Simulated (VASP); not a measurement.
Set up this calculation in VASP 6.6.1, as the native input.

```
Task                   : single point
Functional             : LDA
Potentials or basis    : VASP PAW LDA potentials, release 64 (W_sv)
Cutoff                 : 520 eV
k mesh                 : 10 × 10 × 10
Occupations            : methfessel-paxton, width 0.1 eV
Spin                   : no spin polarisation
Dipole correction      : no
Further INCAR settings : ALGO = Normal; EDIFF = 1e-07; NBANDS = 13
```

The structure of W lies in POSCAR:

```
W
1.0
   -1.5684493192      1.5684493192      1.5684493192
    1.5684493192     -1.5684493192      1.5684493192
    1.5684493192      1.5684493192     -1.5684493192
W
1
Direct
    0.0000000000      0.0000000000      0.0000000000
```

These files were run (other wordings do the same):

INCAR

```
SYSTEM = W
PREC     = Accurate       ! precision mode
ENCUT    = 520            ! plane-wave cutoff, eV
EDIFF    = 1E-7           ! SCF threshold, eV
ISMEAR   = 1              ! smearing method
SIGMA    = 0.1            ! smearing width, eV
LREAL    = .False.        ! projectors in reciprocal space
LASPH    = .True.         ! aspherical terms in the spheres
NELM     = 80             ! most SCF steps
ALGO     = Normal         ! electronic algorithm
ISIF     = 2              ! what is computed and relaxed
LWAVE    = .False.        ! write WAVECAR
LCHARG   = .True.         ! write CHGCAR
GGA      = CA             ! functional
LELF     = .True.         ! ELF
LVHAR    = .True.       
NBANDS   = 13             ! bands
```

KPOINTS

```
regular mesh
0
Gamma
  10 10 10
  0 0 0
```

Potentials or basis: VASP PAW LDA potentials, release 64 (W_sv).

The run is started by

```sh
$ cat potpaw_LDA.64/W_sv/POTCAR > POTCAR
$ mpirun -np 1 vasp_std > vasp.out
```

Results of the run:

- Pressure: 2.0 GPa
- Band gap on the k mesh: zero (band 7 reaches 17.03 eV, above the bottom of band 8 at 10.39 eV)

Caveat: spin-orbit coupling is left out, which moves the levels of the heavy elements.

It took 5.2 s on 1 thread of Intel(R) Xeon(R) Platinum 8488C (Sapphire Rapids), on a shared host, peak memory 0.12 GiB.
